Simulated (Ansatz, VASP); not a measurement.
# BaTiO3 in VASP and in Ansatz

```xyz
5
Lattice="4.0060 0.0000 0.0000 0.0000 4.0060 0.0000 0.0000 0.0000 4.0060" Properties=species:S:1:pos:R:3 pbc="T T T"
Ba    2.0030    2.0030    2.0030
Ti    0.0000    0.0000    0.0000
O     2.0030    0.0000    0.0000
O     0.0000    2.0030    0.0000
O     0.0000    0.0000    2.0030
```

Alike in both runs: task electric field gradients; functional PBE; k mesh 8 × 8 × 8; occupations fermi-dirac, width 0.02 eV; no spin polarisation.

```csv
,VASP,Ansatz
version,VASP 6.6.1,Ansatz 0.2.0
potentials or method,"VASP PAW PBE potentials, release 64 (Ba_sv, Ti_sv, O)","plane-wave PAW, scalar-relativistic"
plane-wave cutoff (eV),520,420
valence electrons in the cell,40,40
```

Ansatz gave:

| Item | Value |
| --- | --- |
| gap on the k mesh at the Fermi level (eV) | 1.81 |
| pressure (GPa) | 1.7 |
| size of Vzz on the site where it differs most (V/Å²) | 26.8 |

Q: Estimate VASP's values.

A: gap on the k mesh at the Fermi level (eV): 1.74; pressure (GPa): 3.4; size of Vzz on the site where it differs most (V/Å²): 25.1.

The functional is the same, so the differences come from potentials, cutoffs and numerics.

Spin-orbit coupling is off throughout.
